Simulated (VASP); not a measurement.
# Ho2O (P4_2/nmc) in VASP: a series of runs, part 2 of 2

VASP 6.6.1. The steps go on from the part before.

**3. Relaxation of cell and atoms, PBE**

This run uses another cell than the first one, of 24.15 Å³/atom.

INCAR reads:

```
SYSTEM = Ho2O
PREC = Accurate
ENCUT = 600
EDIFF = 1E-7
ISMEAR = 0
SIGMA = 0.1
LREAL = .FALSE.
LASPH = .TRUE.
NELM = 200
ALGO = Normal
ISIF = 3
LWAVE = .FALSE.
LCHARG = .FALSE.
GGA = PE
IBRION = 2
NSW = 100
EDIFFG = -0.01
GGA_COMPAT = .FALSE.
NELMIN = 4
LMAXMIX = 6
```

KPOINTS reads:

```
regular mesh
0
G
  8 8 4
  0 0 0
```

POSCAR reads:

```
Ho2O
1.0
    3.7157478081      0.0000000000      0.0000000000
    0.0000000000      3.7157478081      0.0000000000
    0.0000000000      0.0000000000     10.4962451006
Ho O
4 2
Direct
    0.5000000000      0.0000000000      0.1132161557
    0.5000000000      0.0000000000      0.6132161557
    0.0000000000      0.5000000000      0.3867838443
    0.0000000000      0.5000000000      0.8867838443
    0.0000000000      0.0000000000      0.5000000000
    0.5000000000      0.5000000000      0.0000000000
```

Potentials or basis: VASP PAW PBE potentials, release 64 (Ho_3, O), 4f in core.

Started as:

```sh
$ cat potpaw_PBE.64/Ho_3/POTCAR potpaw_PBE.64/O/POTCAR > POTCAR
$ mpirun -np 1 vasp_std > vasp.out
```

OUTCAR:

```text
SYSTEM = Ho2O
   PREC = Accurate
   ENCUT = 600
   EDIFF = 1E-7
   ISMEAR = 0
   LREAL = .FALSE.
   LASPH = .TRUE.
   NELM = 200
   ISIF = 3
   GGA = PE
   IBRION = 2
   NSW = 100
   EDIFFG = -0.01
   NELMIN = 4

 ion  position               nearest neighbor table
   1  0.500  0.000  0.113-   6 2.21   6 2.21   4 3.54   4 3.54   4 3.54   4 3.54
   2  0.500  0.000  0.613-   5 2.21   5 2.21   3 3.54   3 3.54   3 3.54   3 3.54
   3  0.000  0.500  0.387-   5 2.21   5 2.21   2 3.54   2 3.54   2 3.54   2 3.54
   4  0.000  0.500  0.887-   6 2.21   6 2.21   1 3.54   1 3.54   1 3.54   1 3.54
   5  0.000  0.000  0.500-   2 2.21   3 2.21   3 2.21   2 2.21
   6  0.500  0.500  0.000-   1 2.21   4 2.21   1 2.21   4 2.21

  LATTYP: Found a simple tetragonal cell.
 ALAT       =     3.7157478081
 C/A-ratio  =     2.8248001863

  Lattice vectors:

 A1 = (   3.7157478081,   0.0000000000,   0.0000000000)
 A2 = (   0.0000000000,   3.7157478081,   0.0000000000)
 A3 = (   0.0000000000,   0.0000000000,  10.4962451006)

Analysis of symmetry for initial positions (statically):
=====================================================================
 Subroutine PRICEL returns:
 Original cell was already a primitive cell.

 Routine SETGRP: Setting up the symmetry group for a
 simple tetragonal supercell.

 Subroutine GETGRP returns: Found 16 space group operations
 (whereof  8 operations were pure point group operations)
 out of a pool of 16 trial point group operations.

The static configuration has the point symmetry D_2d.
 The point group associated with its full space group is D_4h.

Analysis of symmetry for dynamics (positions and initial velocities):
=====================================================================
 Subroutine PRICEL returns:
 Original cell was already a primitive cell.

 Routine SETGRP: Setting up the symmetry group for a
 simple tetragonal supercell.

 Subroutine GETGRP returns: Found 16 space group operations
 (whereof  8 operations were pure point group operations)
 out of a pool of 16 trial point group operations.

The dynamic configuration has the point symmetry D_2d.
 The point group associated with its full space group is D_4h.

 Subroutine INISYM returns: Found 16 space group operations
 (whereof  8 operations are pure point group operations),
 and found     1 'primitive' translations

----------------------------------------------------------------------------------------

                                     Primitive cell

  volume of cell :     144.9194

  direct lattice vectors                    reciprocal lattice vectors
     3.715747808  0.000000000  0.000000000     0.269124831  0.000000000  0.000000000
     0.000000000  3.715747808  0.000000000     0.000000000  0.269124831  0.000000000
     0.000000000  0.000000000 10.496245101     0.000000000  0.000000000  0.095272165

  length of vectors
     3.715747808  3.715747808 10.496245101     0.269124831  0.269124831  0.095272165

  position of ions in fractional coordinates (direct lattice)
     0.500000000  0.000000000  0.113216156
     0.500000000  0.000000000  0.613216156
     0.000000000  0.500000000  0.386783844
     0.000000000  0.500000000  0.886783844
     0.000000000  0.000000000  0.500000000
     0.500000000  0.500000000  0.000000000

  ion indices of the primitive-cell ions
   primitive index   ion index
[... 61 lines left out ...]
   number of dos      NEDOS =    301   number of ions     NIONS =      6
   total plane-waves  NPLWV =  75600
   dimension x,y,z NGX =    30 NGY =   30 NGZ =   84
   dimension x,y,z NGXF=    60 NGYF=   60 NGZF=  168
   ions per type =               4   2
   NGX,Y,Z   is equivalent  to a cutoff of  13.42, 13.42, 13.30 a.u.
   NGXF,Y,Z  is equivalent  to a cutoff of  26.84, 26.84, 26.61 a.u.
 SYSTEM =  Ho2O
   PREC   = accura    normal or accurate (medium, high low for compatibility)
   ISTART =      0    job   : 0-new  1-cont  2-samecut
   ICHARG =      2    charge: 1-file 2-atom 10-const
   ISPIN  =      1    spin polarized calculation?
   LNONCOLLINEAR =      F non collinear calculations
   LSORBIT =      F    spin-orbit coupling
   LASPH  =      T    aspherical Exc in radial PAW
   ENCUT  =  600.0 eV  44.10 Ry    6.64 a.u.   7.42  7.42 20.96*2*pi/ulx,y,z
   NELM   =    200;   NELMIN=  4; NELMDL= -5     # of ELM steps
   EDIFF  = 0.1E-06   stopping-criterion for ELM
   LREAL  =      F    real-space projection
   EDIFFG = -.1E-01   stopping-criterion for IOM
   NSW    =    100    number of steps for IOM
   IBRION =      2    ionic relax: 0-MD 1-quasi-New 2-CG
   NFREE  =      1    steps in history (QN), initial steepest desc. (CG)
   ISIF   =      3    stress and relaxation
   ISYM   =      2    0-nonsym 1-usesym 2-fastsym
   POTIM  = 0.5000    time-step for ionic-motion
   TEBEG  =    0.0;   TEEND  =   0.0 temperature during run
   PSTRESS=    0.0 pullay stress
   NELECT =      48.0000    total number of electrons
   NUPDOWN=      -1.0000    fix difference up-down
   EMIN   =  10.00;   EMAX   =-10.00  energy-range for DOS
   EFERMI =   0.00;   METHOD = LEGACY
   ISMEAR =     0;   SIGMA  =   0.10  broadening in eV -4-tet -1-fermi 0-gaus
   EFERMI_NEDOS =   21; number of points for ismear=-14 and -15
   IALGO  =     38    algorithm
   IMIX   =      4    mixing-type and parameters
     AMIX     =   0.40;   BMIX     =  1.00
     AMIX_MAG =   1.60;   BMIX_MAG =  1.00
  volume/ion in A,a.u.               =      24.15       162.99
  Fermi-wavevector in a.u.,A,eV,Ry     =   1.132695  2.140484 17.456257  1.282999
  Thomas-Fermi vector in A             =   2.269397
   LORBIT       =      0    0 simple, 1 ext, 2 COOP (PROOUT), +10 PAW based schemes
   GGA     = PE    functional components
   LHFCALC =     F    Hartree Fock is set to
   AEXX    =    0.0000 exact exchange contribution
   IVDW    =     0    specifies the selected vdW correction
   LEPSILON=     F    determine dielectric tensor
   LRPA    =     F    only Hartree local field effects (RPA)
 conjugate gradient relaxation of ions
 non-spin polarized calculation
 Gauss-broadening in eV      SIGMA  =   0.10
  energy-cutoff  :      600.00
  volume of cell :      144.92
 maximum number of plane-waves:      4884
 NGX is ok and might be reduce to    30
   NGX = 15   NGY = 15   NGZ = 41

--------------------------------------- Ionic step        1  -------------------------------------------

 number of electron      48.0000000 magnetization

 Free energy of the ion-electron system (eV)
  ---------------------------------------------------
  ext. energy  EPLUGINS =         0.00000000
  ---------------------------------------------------
  free energy    TOTEN  =       -39.50381488 eV

  energy without entropy =      -39.49018697  energy(sigma->0) =      -39.49700092

------------------------ aborting loop because EDIFF is reached ----------------------------------------

  FORCE on cell =-STRESS in cart. coord.  units (eV):
  Direction    XX          YY          ZZ          XY          YZ          ZX
  --------------------------------------------------------------------------------------
  -------------------------------------------------------------------------------------
  Total        0.6614735      0.6614735      0.3250591      0.0000000      0.0000000     -0.0000000
  in kB        7.3130178      7.3130178      3.5937387      0.0000000      0.0000000     -0.0000000
  external PRESSURE =       6.0732581 kB  Pullay stress =       0.0000000 kB
[... 187 lines left out ...]
--------------------------------------- Ionic step        6  -------------------------------------------

 number of electron      47.9999999 magnetization

 Free energy of the ion-electron system (eV)
  ---------------------------------------------------
  ext. energy  EPLUGINS =         0.00000000
  ---------------------------------------------------
  free energy    TOTEN  =       -39.51091916 eV

  energy without entropy =      -39.49734937  energy(sigma->0) =      -39.50413427

 E-fermi :   3.1946     XC(G=0):  -9.7154

 val. band max:        3.1828378203   @ k =   0.3750   0.2500   0.0000
 cond. band min:       3.1957994741   @ k =   0.5000   0.5000   0.0000
 fundamental gap:      0.0129616537
 Fermi energy:         3.1945790996

 k-point     1 :       0.0000    0.0000    0.0000
  band No.  band energies     occupation
      1     -21.5921      2.00000
      2     -21.4937      2.00000
      3     -21.0911      2.00000
      4     -21.0911      2.00000
      5     -21.0513      2.00000
      6     -21.0513      2.00000
[... 733 lines left out ...]
     27       4.7064      0.00000
     28       4.7064      0.00000

 [... further k-points ...]

------------------------ aborting loop because EDIFF is reached ----------------------------------------

  FORCE on cell =-STRESS in cart. coord.  units (eV):
  Direction    XX          YY          ZZ          XY          YZ          ZX
  --------------------------------------------------------------------------------------
  -------------------------------------------------------------------------------------
  Total       -0.0119308     -0.0119308      0.0445601      0.0000000      0.0000000      0.0000000
  in kB       -0.1317722     -0.1317722      0.4921529      0.0000000      0.0000000      0.0000000
  external PRESSURE =       0.0762028 kB  Pullay stress =       0.0000000 kB
[... 21 lines left out ...]
  FREE ENERGIE OF THE ION-ELECTRON SYSTEM (eV)
  ---------------------------------------------------
  free  energy   TOTEN  =       -39.5109191595 eV

  energy  without entropy=      -39.4973493745  energy(sigma->0) =      -39.50413427

 reached required accuracy - stopping structural energy minimisation
```

It took 8.8 min on 1 thread of Intel Xeon 6975P-C (Granite Rapids), shared host; peak memory 0.39 GiB.

What came out:

```
Free energy                           : -39.5109 eV
Relaxed volume                        : 24.18 Å³/atom
Relaxed cell                          : a = 3.723 Å, b = 3.723 Å, c = 10.465 Å, α = 90.00°, β = 90.00°, γ = 90.00°
Space group after relaxing (to 0.1 Å) : P4_2/nmc (No. 137)
Energy gained by relaxing             : 1.2 meV/atom
Ionic steps                           : 6
Pressure after relaxing               : 0.0 GPa
Band gap on the k mesh                : zero (bands 24 and 25 overlap by 0.19 eV)
```

The path:
```tsv
step	energy change (eV)	largest force (eV/Å)	pressure (GPa)	volume (Å³)
1	0.0000	0.1999	0.61	144.92
2	-0.0032	0.0122	-0.71	146.85
3	-0.0049	0.0652	-0.24	146.12
4	-0.0064	0.0380	-0.13	145.66
5	-0.0070	0.0091	0.04	144.89
6	-0.0071	0.0017	0.01	145.06
```

Final structure:
```
Ho O
1.0
     3.72322    0.00000    0.00000
     0.00000    3.72322    0.00000
     0.00000    0.00000   10.46453
Ho O
4 2
Cartesian
  1.8616 0.0000 1.2005
  1.8616 0.0000 6.4327
  0.0000 1.8616 4.0318
  0.0000 1.8616 9.2641
  0.0000 0.0000 5.2323
  1.8616 1.8616 0.0000
```

Levels at points of the mesh, in eV from the Fermi level:
```csv
k point,band 20,band 21,band 22,band 23,band 24,band 25,band 26,band 27,band 28
"(0.00, 0.00, 0.00)",-5.38,-3.96,-2.26,-2.11,-0.77,0.76,1.27,1.37,2.70
"(0.50, 0.00, 0.00)",-5.49,-1.52,-1.52,-0.79,-0.79,0.50,0.50,1.75,1.75
"(0.50, 0.50, 0.00)",-4.53,-0.57,-0.57,0.00,0.00,0.27,0.27,0.32,0.32
"(0.00, 0.00, 0.50)",-5.38,-3.42,-3.42,-1.08,-1.08,0.71,0.71,2.51,2.51
"(0.50, 0.00, 0.50)",-5.49,-1.56,-1.56,-0.66,-0.66,0.36,0.36,1.70,1.70
"(0.50, 0.50, 0.50)",-4.53,-0.57,-0.57,0.12,0.12,0.12,0.12,0.32,0.32
```

Caveat: spin-orbit coupling is left out, which moves the levels of the heavy elements; the 4f electrons are frozen in the core, so they carry no moment and show no levels; the run has no spin polarisation, though such a crystal can be magnetic. With open d or f shells a metallic result of PBE can be an artefact of self-interaction; +U or a hybrid may open a gap.
